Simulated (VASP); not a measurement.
Input of a VASP 6.6.1 run:

INCAR

```
PREC = Accurate ; ENCUT = 520
EDIFF = 1E-7 ; ISMEAR = 0
SIGMA = 0.1 ; LREAL = F
LASPH = T ; NELM = 100
ALGO = Normal ; ISIF = 2
LWAVE = F ; LCHARG = T
LDIPOL = T ; IDIPOL = 3
DIPOL = 0.5 0.5 0.287 ; GGA = PE
IVDW = 12 ; LELF = T
LVHAR = T ; LVACPOTAV = T
NBANDS = 26
```

KPOINTS

```
regular mesh
0
Gamma
  9 9 1
```

File POSCAR:

```
CoSi2
1.0
    3.7509472838      0.0000000000      0.0000000000
   -1.8754736419      3.2484156361      0.0000000000
    0.0000000000      0.0000000000     21.9234027988
Si Co
4 2
Direct
    0.0000000000      0.0000000000      0.1824534283
    0.3333333333      0.6666666667      0.2523019746
    0.6666666667      0.3333333333      0.3209237326
    0.0000000000      0.0000000000      0.3887810153
    0.6666666667      0.3333333333      0.2173777015
    0.3333333333      0.6666666667      0.3578303649
```

Potentials or basis: VASP PAW PBE potentials, release 64 (Si, Co).

Command:

```sh
$ cat potpaw_PBE.64/Si/POTCAR potpaw_PBE.64/Co/POTCAR > POTCAR
$ mpirun -np 1 vasp_std > vasp.out
```

(1) What does it give for the band gap on the k mesh?

(2) Predict the largest force.

(3) Predict the dispersion energy per atom.

Answers

(1) zero (band 17 reaches 1.47 eV, above the bottom of band 18 at -1.07 eV).

(2) 0.637 eV/Å.

(3) -0.298 eV.
